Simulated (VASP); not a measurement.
A run of VASP 6.6.1:

POSCAR

```
MgC2
1.0
    3.9507770000      0.0000000000      0.0000000000
    0.0000000000      3.9507770000      0.0000000000
    0.0000000000      0.0000000000      4.9870890000
Mg C
2 4
Direct
   -0.0088950000     -0.0043460000      0.4923900000
    0.5033630000      0.5100160000     -0.0051830000
    0.3876270000      0.6066950000      0.5087150000
    0.1176850000      0.1209630000     -0.0000010000
    0.6130530000      0.3856960000      0.4972100000
    0.8770760000      0.8834810000      0.0045650000
```

File INCAR.step1:

```
SYSTEM = MgC2
PREC = Accurate ; ENCUT = 520
ISMEAR = 0 ; SIGMA = 0.01
LREAL = .False. ; LASPH = .True.
NELM = 60 ; NBANDS = 19
GGA = PE ; ALGO = Normal
EDIFF = 1E-4 ; LWAVE = .True.
LCHARG = .False.
```

INCAR.step2

```
SYSTEM = MgC2
PREC = Accurate ; ENCUT = 520
EDIFF = 1E-6 ; ISMEAR = 0
SIGMA = 0.01 ; LREAL = .False.
LASPH = .True. ; NELM = 60
ALGO = Normal ; ISIF = 2
LWAVE = .False. ; LCHARG = .False.
METAGGA = R2SCAN ; LMIXTAU = .True.
NBANDS = 19 ; ISTART = 1
```

The input KPOINTS:

```
regular mesh
0
Gamma
  5 5 4
  0 0 0
```

Potentials or basis: VASP PAW PBE potentials, release 64 (Mg, C).

Launch:

```sh
$ cat potpaw_PBE.64/Mg/POTCAR potpaw_PBE.64/C/POTCAR > POTCAR
$ cp INCAR.step1 INCAR
$ mpirun -np 1 vasp_std > vasp.out
$ cp INCAR.step2 INCAR
$ mpirun -np 1 vasp_std > vasp.out
```

Hardware: 1 thread of Intel(R) Xeon(R) Platinum 8488C (Sapphire Rapids) (shared host).

Task: How long does it take, and how much memory?

Result: Wall time 3.5 min on 1 thread of Intel(R) Xeon(R) Platinum 8488C (Sapphire Rapids), with other jobs on the host, peak memory 0.23 GiB. Counts: k points 51.
